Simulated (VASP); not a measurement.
Sc:

```
Sc
1.0
     5.42268    0.00000    0.00000
     0.00000    5.42268    0.00000
     0.00000    0.00000    3.43521
Sc
4
Direct
  0.50000 0.50000 0.00000
  0.00000 0.00000 0.00000
  0.50000 0.00000 0.53266
  0.00000 0.50000 0.46734
```

| Quantity | Value |
| --- | --- |
| Program | VASP 6.6.1 |
| Task | relaxation of cell and atoms |
| Functional | PBE |
| Potentials or basis | VASP PAW PBE potentials, release 64 (Sc_sv) |
| Cutoff | 600 eV |
| k mesh | 8 × 8 × 12 |
| Occupations | gaussian, width 0.1 eV |
| Spin | no spin polarisation |

At the start: pressure -0.8 GPa; volume 25.25 Å³/atom.

Question: Where does the relaxation end?

Answer: Over 13 steps the energy falls by 10.4 meV/atom and the volume is 24.92 Å³/atom (-1.3 %); space group I4/mmm (No. 139, to 0.05 Å).

Step by step:
```csv
step,energy change (eV),largest force (eV/Å),pressure (GPa),volume (Å³)
1,0.0000,0.1999,-0.82,101.01
2,-0.0086,0.1771,0.15,99.14
3,-0.0089,0.1728,0.36,98.74
4,-0.0146,0.1562,0.34,98.85
5,-0.0289,0.1011,0.21,99.16
6,-0.0388,0.0616,-0.07,99.72
7,-0.0394,0.0169,-0.01,99.60
8,-0.0394,0.0277,-0.02,99.63
9,-0.0401,0.0244,0.02,99.55
10,-0.0411,0.0165,0.16,99.29
11,-0.0413,0.0089,-0.13,99.85
12,-0.0414,0.0121,-0.05,99.67
13,-0.0414,0.0064,-0.05,99.68
```

Final structure:
```yaml
crystal:
  lattice:
    - [5.23963, 0.00000, 0.00000]
    - [0.00000, 5.23963, 0.00000]
    - [0.00000, 0.00000, 3.63097]
  atoms:
    - { symbol: Sc, position: [0.50000, 0.50000, 0.00000] }
    - { symbol: Sc, position: [0.00000, 0.00000, 0.00000] }
    - { symbol: Sc, position: [0.50000, 0.00000, 0.49927] }
    - { symbol: Sc, position: [0.00000, 0.50000, 0.50073] }
```
